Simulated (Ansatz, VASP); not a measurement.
Two plane-wave programs on Ru

```
Ru
1.0
     2.70235    0.00000    0.00000
    -1.35117    2.34030    0.00000
     0.00000    0.00000    4.26597
Ru
2
Direct
  0.33333 0.66667 0.25000
  0.66667 0.33333 0.75000
```

Alike in both runs: task single point; functional r2SCAN; k mesh 24 × 24 × 14; occupations gaussian, width 0.15 eV; no spin polarisation.

```csv
,VASP,Ansatz
version,VASP 6.6.1,Ansatz 0.2.0
potentials or method,"VASP PAW PBE potentials, release 64 (Ru_pv), cutoff 520 eV","scalar-relativistic, plane waves, PAW"
valence electrons in the cell,28,32
```

|  | VASP | Ansatz | Ansatz less VASP |
| --- | --- | --- | --- |
| gap on the k mesh at the Fermi level (eV) | none | none | - |
| pressure (GPa) | 1.6 | 0.1 | -1.54 |
| traceless stress, the component that is largest in VASP (GPa) | -0.41 | -0.52 | -0.109 |

VASP's potentials were made for PBE, not for r2SCAN. A gap of «none» marks a metal or a gap that the smearing closes. VASP's potentials hold 28 valence electrons a cell and Ansatz's 32, so a difference there can come from the potentials and not from the codes.
